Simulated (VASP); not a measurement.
S:

```
S
1.0
    -2.35072    2.35072    2.23109
     2.35072   -2.35072    2.23109
     2.35072    2.35072   -2.23109
S
3
Direct
  0.75000 0.25000 0.50000
  0.25000 0.75000 0.50000
  0.50000 0.50000 0.00000
```

The cell was generated, and may not be a known phase.

- Program: VASP 6.6.1
- Task: relaxation of cell and atoms
- Functional: PBE
- Potentials or basis: VASP PAW PBE potentials, release 64 (S)
- Cutoff: 600 eV
- k mesh: 6 × 6 × 6
- Occupations: gaussian, width 0.1 eV
- Spin: no spin polarisation

At the start: pressure 11.8 GPa; volume 16.44 Å³/atom.

**Question.** How do energy, volume and symmetry change on relaxing?

**Answer.** Over 5 steps the energy falls by 79.6 meV/atom and the volume is 18.87 Å³/atom (+14.8 %); space group I4/mmm (No. 139, to 0.1 Å) before and after.

Step by step:
| step | energy change (eV) | largest force (eV/Å) | pressure (GPa) | volume (Å³) |
| --- | --- | --- | --- | --- |
| 1 | 0.0000 | 0.0000 | 11.78 | 49.32 |
| 2 | -0.2053 | 0.0000 | -2.49 | 58.44 |
| 3 | -0.2284 | 0.0000 | 0.32 | 55.96 |
| 4 | -0.2383 | 0.0000 | 0.08 | 56.46 |
| 5 | -0.2388 | 0.0000 | 0.03 | 56.61 |

Final structure:
```
S
1.0
    -2.46826    2.46826    2.32317
     2.46826   -2.46826    2.32317
     2.46826    2.46826   -2.32317
S
3
Cartesian
  0.0000 2.4683 1.1616
  2.4683 0.0000 1.1616
  0.0000 0.0000 2.3232
```
